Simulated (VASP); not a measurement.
Set up this calculation in VASP 6.6.1, as the native input.

```
Task                   : single point
Functional             : PBEsol
Potentials or basis    : VASP PAW PBE potentials, release 64 (Al, N)
Cutoff                 : 520 eV
k mesh                 : 10 × 10 × 10
Occupations            : gaussian, width 0.02 eV
Spin                   : no spin polarisation
Dipole correction      : no
Further INCAR settings : ALGO = Normal; EDIFF = 1e-06; NBANDS = 11
```

The structure of AlN lies in POSCAR:

```
AlN
1.0
    0.0000000000      2.1066823535      2.1066823535
    2.1066823535      0.0000000000      2.1066823535
    2.1066823535      2.1066823535      0.0000000000
Al N
1 1
Direct
    0.5000000000      0.5000000000      0.5000000000
    0.0000000000      0.0000000000      0.0000000000
```

This cell differs from its parent crystal: functional PBEsol, strained.

These files were run (other wordings do the same):

INCAR

```
PREC = Accurate ; ENCUT = 520
EDIFF = 1E-6 ; ISMEAR = 0
SIGMA = 0.02 ; LREAL = False
LASPH = True ; NELM = 60
ALGO = Normal ; ISIF = 2
LWAVE = False ; LCHARG = False
GGA = PS ; NBANDS = 11
```

KPOINTS

```
Automatic mesh
0
Gamma
  10 10 10
```

Potentials or basis: VASP PAW PBE potentials, release 64 (Al, N).

Launch:

```bash
$ cat potpaw_PBE.64/Al/POTCAR potpaw_PBE.64/N/POTCAR > POTCAR
$ mpirun -np 1 vasp_std > vasp.out
```

It gave:

```json
{
 "Pressure": "-25.2 GPa",
 "Band gap on the k mesh": "3.44 eV, indirect (least direct gap 4.00 eV)"
}
```

Caveat: the cell differs from its parent crystal (functional PBEsol, strained); the PAW data sets were made with another functional, which shifts forces and pressure a little.

Wall time 21 s on 1 thread of AMD EPYC 7R13 (shared host), peak memory 0.11 GiB.
